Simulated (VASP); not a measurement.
A run of VASP 6.6.1 is set up as follows.

File INCAR:

```
PREC = Accurate
ENCUT = 520
EDIFF = 1E-6
ISMEAR = -1
SIGMA = 0.086
LREAL = Auto
LASPH = True
NELM = 100
ALGO = Normal
ISIF = 2
LWAVE = False
LCHARG = False
GGA = PS
NBANDS = 54
```

File KPOINTS:

```
regular mesh
0
Gamma
  2 2 2
```

File POSCAR:

```
LiCl
1.0
    0.0000000000      5.1120739889      5.1120739889
    5.1120739889      0.0000000000      5.1120739889
    5.1120739889      5.1120739889      0.0000000000
Li Cl
8 8
Direct
   -0.0104510420      0.0308349410     -0.0194061158
   -0.0199093363      0.0205830354      0.4890907302
    0.0210715847      0.5372747941     -0.0172746913
   -0.0467760249      0.4870306074      0.5422573120
    0.5179417406     -0.0180162690     -0.0232413498
    0.5106236736      0.0312033825      0.4758544194
    0.4651713776      0.5192138271      0.0128267901
    0.4367770312      0.5121311831      0.5285225734
    0.2449230005      0.2414823226      0.2586176379
    0.2397922062      0.2477183434      0.7676521327
    0.2492285915      0.7481814638      0.2488107572
    0.2521221334      0.7624439725      0.7415219358
    0.7451179322      0.2455883860      0.2504648804
    0.7543635926      0.2652656247      0.7401405982
    0.7535800554      0.7326519546      0.2577609406
    0.7727085931      0.7452422458      0.7473734747
```

Potentials or basis: VASP PAW PBE potentials, release 64 (Li_sv, Cl).

Command:

```bash
$ cat potpaw_PBE.64/Li_sv/POTCAR potpaw_PBE.64/Cl/POTCAR > POTCAR
$ mpirun -np 1 vasp_std > vasp.out
```

(1) Estimate the largest force.

(2) Predict the band gap on the k mesh.

Answers

(1) 1.045 eV/Å.

(2) 5.94 eV.

Caveat: the k points lie up to 0.53 Å⁻¹ apart; the atoms stand as in a frame of molecular dynamics; the PAW data sets were made with another functional, which shifts forces and pressure a little.
